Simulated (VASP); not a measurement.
Set up this calculation in VASP 6.6.1, as the native input.

| Property | Result |
| --- | --- |
| Task | single point |
| Functional | PBEsol |
| Potentials or basis | VASP PAW PBE potentials, release 64 (H) |
| Cutoff | 520 eV |
| k mesh | 9 × 9 × 6 |
| Occupations | gaussian, width 0.05 eV |
| Spin | no spin polarisation |
| Dipole correction | no |
| Further INCAR settings | ALGO = Normal; EDIFF = 1e-06; NBANDS = 10 |

The structure of H lies in POSCAR:

```
H
1.0
    3.7200468798      0.0000000000      0.0000000000
   -1.8600234399      3.2216551012      0.0000000000
    0.0000000000      0.0000000000      5.3777338359
H
4
Direct
    0.3333333333      0.6666666667      0.1764958800
    0.6666666667      0.3333333333      0.6764958800
    0.6666666667      0.3333333333      0.8235041200
    0.3333333333      0.6666666667      0.3235041200
```

This cell differs from its parent crystal: ratio of the length along z to the lengths across it x 1.1, volume and fractional coordinates fixed.

The input as run:

INCAR

```
ALGO = Normal
EDIFF = 1E-6
ENCUT = 520
GGA = PS
ISIF = 2
ISMEAR = 0
LASPH = True
LCHARG = False
LREAL = False
LWAVE = False
NBANDS = 10
NELM = 80
PREC = Accurate
SIGMA = 0.05
```

KPOINTS

```
k-points
0
Gamma
  9 9 6
```

Potentials or basis: VASP PAW PBE potentials, release 64 (H).

The run is started by

```console
$ cat potpaw_PBE.64/H/POTCAR > POTCAR
$ mpirun -np 1 vasp_std > vasp.out
```

Results of the run:

The pressure is -1.4 GPa and the largest force is 0.939 eV/Å. The band gap on the k mesh is 8.47 eV, indirect (least direct gap 8.49 eV).

Caveat: the PAW data sets were made with another functional, which shifts forces and pressure a little.

Wall time 29 s on 1 thread of AMD EPYC 7R43 64-Core Processor (Zen 3), on a shared host, peak memory 0.13 GiB.
